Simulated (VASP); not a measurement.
The system is Fe.

```
Fe
1.0
    -1.44300    1.44300    1.44300
     1.44300   -1.44300    1.44300
     1.44300    1.44300   -1.44300
Fe
1
Direct
  0.00000 0.00000 0.00000
```

| Property | Result |
| --- | --- |
| Program | VASP 6.6.1 |
| Task | relaxation of cell and atoms |
| Functional | PBEsol |
| Potentials or basis | VASP PAW PBE potentials, release 64 (Fe) |
| Cutoff | 600 eV |
| k mesh | 12 × 12 × 12 |
| Occupations | fermi-dirac, width 0.05 eV |
| Spin | collinear spin, ferromagnetic start |
| Starting moments | [3.5] μB |

At the start: pressure -17.2 GPa; volume 12.02 Å³/atom.

**Question.** How do energy, volume and symmetry change on relaxing?

**Answer.** Over 4 steps the energy falls by 72.4 meV/atom and the volume is 10.80 Å³/atom (-10.2 %); space group Im-3m (No. 229, to 0.05 Å); moment 2.08 μB per cell.

The path:
| step | energy change (eV) | largest force (eV/Å) | pressure (GPa) | volume (Å³) |
| --- | --- | --- | --- | --- |
| 1 | 0.0000 | 0.0000 | -17.18 | 12.02 |
| 2 | -0.0133 | 0.0000 | 23.59 | 9.91 |
| 3 | -0.0723 | 0.0000 | -0.56 | 10.82 |
| 4 | -0.0724 | 0.0000 | -0.09 | 10.80 |

Final structure:
```xyz
1
Lattice="-1.3923 1.3923 1.3923 1.3923 -1.3923 1.3923 1.3923 1.3923 -1.3923" Properties=species:S:1:pos:R:3 pbc="T T T"
Fe    2.7847    0.0000    0.0000
```

Caveat: the PAW data sets were made with another functional, which shifts forces and pressure a little; the volume moved by -10 % from the deposited cell, more than functionals usually miss.
